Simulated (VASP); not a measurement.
Crystal: PtSe.

```
Pt Se
1.0
     0.00000    3.03745    3.03745
     3.03745    0.00000    3.03745
     3.03745    3.03745    0.00000
Pt Se
1 1
Direct
  0.00000 0.00000 0.00000
  0.25000 0.25000 0.25000
```

Base run:

* Program: VASP 6.6.1
* Functional: r2SCAN
* Potentials or basis: VASP PAW PBE potentials, release 64 (Pt, Se)
* Cutoff: 520 eV
* k mesh: 8 × 8 × 8
* Occupations: fermi-dirac, width 0.05 eV
* Spin: no spin polarisation
* Hubbard terms: Pt d U = 5.0 eV

Its results: band gap on the k mesh zero (bands 8 and 9 overlap by 2.67 eV); pressure -14.7 GPa.

Problem. The run is repeated on the same cell with these changes: hubbard terms from Pt d U = 5.0 eV to Pt d U = 3.0 eV. What comes out?

Solution. Band gap on the k mesh zero (bands 8 and 9 overlap by 2.68 eV); pressure -14.2 GPa.

Caveats: the cell stands under tension; the PAW data sets were made with another functional, which shifts forces and pressure a little; spin-orbit coupling is left out, which moves the levels of the heavy elements; U without spin polarisation on a metal has little footing.
